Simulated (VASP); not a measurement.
Runs of VASP 6.6.1 on C. The structure is that of space group P6/mmm (No. 191), or close to it. The cells are those of the table. 

```tsv
cell	gap on the mesh (eV)	pressure (GPa)
a = 2.499, b = 2.499, c = 3.472 Å, angles 90.0, 90.0, 120.0°, 2 atoms	none	(a)
a = 2.319, b = 2.319, c = 4.028 Å, angles 90.0, 90.0, 120.0°, 2 atoms	none	55.8
a = 2.602, b = 2.602, c = 3.201 Å, angles 90.0, 90.0, 120.0°, 2 atoms	none	-36.1
a = 2.534, b = 2.534, c = 3.375 Å, angles 90.0, 90.0, 120.0°, 2 atoms	none	-20.0
a = 2.425, b = 2.425, c = 3.685 Å, angles 90.0, 90.0, 120.0°, 2 atoms	none	(c)
a = 2.388, b = 2.388, c = 3.801 Å, angles 90.0, 90.0, 120.0°, 2 atoms	none	(b)
a = 2.258, b = 2.258, c = 4.249 Å, angles 90.0, 90.0, 120.0°, 2 atoms	none	82.6
a = 2.655, b = 2.655, c = 3.074 Å, angles 90.0, 90.0, 120.0°, 2 atoms	none	-46.3
```

Alike in all rows: task single point; level PBE+D3(BJ); potentials or basis VASP PAW PBE potentials, release 64 (C); no spin polarisation; k mesh 30 × 30 × 18; cutoff (eV) 520; smearing gaussian 0.15 eV.

Q: Estimate the missing entries.

A: (a) -10.1; (b) 28.4; (c) 14.2.

Caveats: the cell stands under tension (at least some runs); the cell stands under pressure (at least some runs).

A gap of «none» marks levels without a gap at the run's occupations.
